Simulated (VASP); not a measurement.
# Sr3BiP (Pm-3m) in VASP: notebook, part 2 of 2

VASP 6.6.1.

## (3) Single point, LDA

This run uses another cell than the first one, of 38.55 Å³/atom.

INCAR

```
ALGO = Normal ; EDIFF = 1E-6
ENCUT = 520 ; GGA = CA
ISIF = 2 ; ISMEAR = 0
LASPH = T ; LCHARG = F
LREAL = F ; LWAVE = F
NBANDS = 33 ; NELM = 80
PREC = Accurate ; SIGMA = 0.1
```

KPOINTS

```
k-points
0
Gamma
  4 4 4
```

POSCAR

```
Sr3BiP
1.0
    5.7767490000      0.0000000000      0.0000000000
    0.0000000000      5.7767490000      0.0000000000
    0.0000000000      0.0000000000      5.7767490000
Sr Bi P
3 1 1
Direct
    0.0000000000      0.5000000000      0.5000000000
    0.5000000000      0.0000000000      0.5000000000
    0.5000000000      0.5000000000      0.0000000000
    0.0000000000      0.0000000000      0.0000000000
    0.5000000000      0.5000000000      0.5000000000
```

Potentials or basis: VASP PAW LDA potentials, release 64 (Sr_sv, Bi_d, P).

Launch:

```bash
> cat potpaw_LDA.64/Sr_sv/POTCAR potpaw_LDA.64/Bi_d/POTCAR potpaw_LDA.64/P/POTCAR > POTCAR
> mpirun -np 1 vasp_std > vasp.out
```

OUTCAR:

```text
EDIFF = 1E-6
   ENCUT = 520
   GGA = CA
   ISIF = 2
   ISMEAR = 0
   LASPH = T
   LREAL = F
   NELM = 80
   PREC = Accurate

 ion  position               nearest neighbor table
   1  0.000  0.500  0.500-   5 2.89   5 2.89   4 4.08   2 4.08   3 4.08   4 4.08   2 4.08   4 4.08
                             4 4.08   2 4.08   3 4.08   3 4.08   3 4.08   2 4.08
   2  0.500  0.000  0.500-   5 2.89   5 2.89   4 4.08   1 4.08   3 4.08   4 4.08   1 4.08   3 4.08
                             3 4.08   3 4.08   1 4.08   4 4.08   4 4.08   1 4.08
   3  0.500  0.500  0.000-   5 2.89   5 2.89   4 4.08   1 4.08   1 4.08   2 4.08   2 4.08   2 4.08
                             4 4.08   2 4.08   1 4.08   4 4.08   1 4.08   4 4.08
   4  0.000  0.000  0.000-   1 4.08   2 4.08   3 4.08   1 4.08   2 4.08   1 4.08   3 4.08   1 4.08
                             2 4.08   3 4.08   2 4.08   3 4.08
   5  0.500  0.500  0.500-   1 2.89   2 2.89   3 2.89   3 2.89   2 2.89   1 2.89

  LATTYP: Found a simple cubic cell.
 ALAT       =     5.7767490000

  Lattice vectors:

 A1 = (   5.7767490000,   0.0000000000,   0.0000000000)
 A2 = (   0.0000000000,   5.7767490000,   0.0000000000)
 A3 = (   0.0000000000,   0.0000000000,   5.7767490000)

Analysis of symmetry for initial positions (statically):
=====================================================================
 Subroutine PRICEL returns:
 Original cell was already a primitive cell.

 Routine SETGRP: Setting up the symmetry group for a
 simple cubic supercell.

 Subroutine GETGRP returns: Found 48 space group operations
 (whereof 48 operations were pure point group operations)
 out of a pool of 48 trial point group operations.

The static configuration has the point symmetry O_h .

Analysis of symmetry for dynamics (positions and initial velocities):
=====================================================================
 Subroutine PRICEL returns:
 Original cell was already a primitive cell.

 Routine SETGRP: Setting up the symmetry group for a
 simple cubic supercell.

 Subroutine GETGRP returns: Found 48 space group operations
 (whereof 48 operations were pure point group operations)
 out of a pool of 48 trial point group operations.

The dynamic configuration has the point symmetry O_h .

 Subroutine INISYM returns: Found 48 space group operations
 (whereof 48 operations are pure point group operations),
 and found     1 'primitive' translations

----------------------------------------------------------------------------------------

                                     Primitive cell

  volume of cell :     192.7749

  direct lattice vectors                    reciprocal lattice vectors
     5.776749000  0.000000000  0.000000000     0.173107746  0.000000000  0.000000000
     0.000000000  5.776749000  0.000000000     0.000000000  0.173107746  0.000000000
     0.000000000  0.000000000  5.776749000     0.000000000  0.000000000  0.173107746

  length of vectors
     5.776749000  5.776749000  5.776749000     0.173107746  0.173107746  0.173107746

  position of ions in fractional coordinates (direct lattice)
     0.000000000  0.500000000  0.500000000
     0.500000000  0.000000000  0.500000000
     0.500000000  0.500000000  0.000000000
     0.000000000  0.000000000  0.000000000
     0.500000000  0.500000000  0.500000000
[... 38 lines left out ...]
  0.250000  0.000000  0.000000      6.000000
  0.500000  0.000000  0.000000      3.000000
  0.250000  0.250000  0.000000     12.000000
  0.500000  0.250000  0.000000     12.000000
  0.500000  0.500000  0.000000      3.000000
  0.250000  0.250000  0.250000      8.000000
  0.500000  0.250000  0.250000     12.000000
  0.500000  0.500000  0.250000      6.000000
  0.500000  0.500000  0.500000      1.000000
   k-points           NKPTS =     10   k-points in BZ     NKDIM =     10   number of bands    NBANDS=     33
   number of dos      NEDOS =    301   number of ions     NIONS =      5
   total plane-waves  NPLWV = 110592
   dimension x,y,z NGX =    48 NGY =   48 NGZ =   48
   dimension x,y,z NGXF=    96 NGYF=   96 NGZF=   96
   ions per type =               3   1   1
   NGX,Y,Z   is equivalent  to a cutoff of  13.81, 13.81, 13.81 a.u.
   NGXF,Y,Z  is equivalent  to a cutoff of  27.63, 27.63, 27.63 a.u.
 SYSTEM =  unknown system
   PREC   = accura    normal or accurate (medium, high low for compatibility)
   ISTART =      0    job   : 0-new  1-cont  2-samecut
   ICHARG =      2    charge: 1-file 2-atom 10-const
   ISPIN  =      1    spin polarized calculation?
   LNONCOLLINEAR =      F non collinear calculations
   LSORBIT =      F    spin-orbit coupling
   LASPH  =      T    aspherical Exc in radial PAW
   ENCUT  =  520.0 eV  38.22 Ry    6.18 a.u.  10.74 10.74 10.74*2*pi/ulx,y,z
   NELM   =     80;   NELMIN=  2; NELMDL= -5     # of ELM steps
   EDIFF  = 0.1E-05   stopping-criterion for ELM
   LREAL  =      F    real-space projection
   EDIFFG = 0.1E-04   stopping-criterion for IOM
   NSW    =      0    number of steps for IOM
   IBRION =     -1    ionic relax: 0-MD 1-quasi-New 2-CG
   NFREE  =      0    steps in history (QN), initial steepest desc. (CG)
   ISIF   =      2    stress and relaxation
   ISYM   =      2    0-nonsym 1-usesym 2-fastsym
   POTIM  = 0.5000    time-step for ionic-motion
   TEBEG  =    0.0;   TEEND  =   0.0 temperature during run
   PSTRESS=    0.0 pullay stress
   NELECT =      50.0000    total number of electrons
   NUPDOWN=      -1.0000    fix difference up-down
   EMIN   =  10.00;   EMAX   =-10.00  energy-range for DOS
   EFERMI =   0.00;   METHOD = LEGACY
   ISMEAR =     0;   SIGMA  =   0.10  broadening in eV -4-tet -1-fermi 0-gaus
   EFERMI_NEDOS =   21; number of points for ismear=-14 and -15
   IALGO  =     38    algorithm
   IMIX   =      4    mixing-type and parameters
     AMIX     =   0.40;   BMIX     =  1.00
     AMIX_MAG =   1.60;   BMIX_MAG =  1.00
  volume/ion in A,a.u.               =      38.55       260.18
  Fermi-wavevector in a.u.,A,eV,Ry     =   1.044034  1.972938 14.830447  1.090007
  Thomas-Fermi vector in A             =   2.178769
   LORBIT       =      0    0 simple, 1 ext, 2 COOP (PROOUT), +10 PAW based schemes
   GGA     = CA    functional components
   LHFCALC =     F    Hartree Fock is set to
   AEXX    =    0.0000 exact exchange contribution
   IVDW    =     0    specifies the selected vdW correction
   LEPSILON=     F    determine dielectric tensor
   LRPA    =     F    only Hartree local field effects (RPA)
 non-spin polarized calculation
 Gauss-broadening in eV      SIGMA  =   0.10
  energy-cutoff  :      520.00
  volume of cell :      192.77
 maximum number of plane-waves:      5232
 NGX is ok and might be reduce to    48
   NGX = 21   NGY = 21   NGZ = 21

 number of electron      50.0000003 magnetization

 Free energy of the ion-electron system (eV)
  ---------------------------------------------------
  ext. energy  EPLUGINS =         0.00000000
  ---------------------------------------------------
  free energy    TOTEN  =       -20.90455173 eV

  energy without entropy =      -20.90214072  energy(sigma->0) =      -20.90334623

 E-fermi :   2.5694     XC(G=0):  -8.5094

 val. band max:        2.5389381031   @ k =   0.0000   0.0000   0.0000
 cond. band min:       3.1063230242   @ k =   0.0000   0.0000   0.0000
 fundamental gap:      0.5673849211
 Fermi energy:         2.5694005092

 k-point     1 :       0.0000    0.0000    0.0000
  band No.  band energies     occupation
      1     -32.9623      2.00000
      2     -32.9330      2.00000
      3     -32.9330      2.00000
      4     -19.0705      2.00000
      5     -19.0705      2.00000
      6     -19.0705      2.00000
[... 349 lines left out ...]
     32       5.4605      0.00000
     33       6.8575      0.00000

------------------------ aborting loop because EDIFF is reached ----------------------------------------

  FORCE on cell =-STRESS in cart. coord.  units (eV):
  Direction    XX          YY          ZZ          XY          YZ          ZX
  --------------------------------------------------------------------------------------
  -------------------------------------------------------------------------------------
  Total       -2.7907373     -2.7907373     -2.7907373      0.0000000      0.0000000     -0.0000000
  in kB      -23.1941812    -23.1941812    -23.1941812      0.0000000      0.0000000     -0.0000000
  external PRESSURE =     -23.1941812 kB  Pullay stress =       0.0000000 kB

 VOLUME and BASIS-vectors are now :
 -----------------------------------------------------------------------------
  energy-cutoff  :      520.00
  volume of cell :      192.77
      direct lattice vectors                 reciprocal lattice vectors
     5.776749000  0.000000000  0.000000000     0.173107746  0.000000000  0.000000000
     0.000000000  5.776749000  0.000000000     0.000000000  0.173107746  0.000000000
     0.000000000  0.000000000  5.776749000     0.000000000  0.000000000  0.173107746

 POSITION                                       TOTAL-FORCE (eV/Angst)
 -----------------------------------------------------------------------------------
      0.00000      2.88837      2.88837         0.000000      0.000000      0.000000
      2.88837      0.00000      2.88837         0.000000      0.000000      0.000000
      2.88837      2.88837      0.00000         0.000000      0.000000      0.000000
      0.00000      0.00000      0.00000         0.000000      0.000000      0.000000
      2.88837      2.88837      2.88837         0.000000      0.000000      0.000000
 -----------------------------------------------------------------------------------
    total drift:                                0.000000      0.000000     -0.000000

  FREE ENERGIE OF THE ION-ELECTRON SYSTEM (eV)
  ---------------------------------------------------
  free  energy   TOTEN  =       -20.9045517277 eV

  energy  without entropy=      -20.9021407231  energy(sigma->0) =      -20.90334623
```

stdout:

```text
POSCAR found type information on POSCAR SrBiP
 POSCAR found :  3 types and       5 ions
 scaLAPACK will be used
 LDA part: xc-table for (Slater(with rela. corr.)+CA(PZ))
 , standard interpolation
 POSCAR, INCAR and KPOINTS ok, starting setup
 FFT: planning ... GRIDC
 FFT: planning ... GRID_SOFT
 FFT: planning ... GRID
 WAVECAR not read
 entering main loop
```

Run time: 69 s. Hardware: 1 thread of Intel Xeon Platinum 8488C (Sapphire Rapids), shared host; peak memory 0.29 GiB.

Results:

```
Free energy            : -20.9046 eV
Pressure               : -2.3 GPa
Band gap on the k mesh : zero (filled and empty bands touch)
```

Levels at points of the mesh, in eV from the Fermi level:
```csv
k point,band 23,band 24,band 25,band 26,band 27,band 28
"(0.00, 0.00, 0.00)",-0.27,-0.03,-0.03,-0.03,0.54,0.54
"(0.50, 0.00, 0.00)",-1.24,-0.84,-0.84,1.11,1.24,1.52
"(0.50, 0.50, 0.00)",-1.21,-1.21,-0.89,1.57,1.88,1.88
"(0.50, 0.50, 0.50)",-1.24,-1.24,-1.24,1.78,1.78,1.78
```

Caveat: spin-orbit coupling is left out, which moves the levels of the heavy elements.
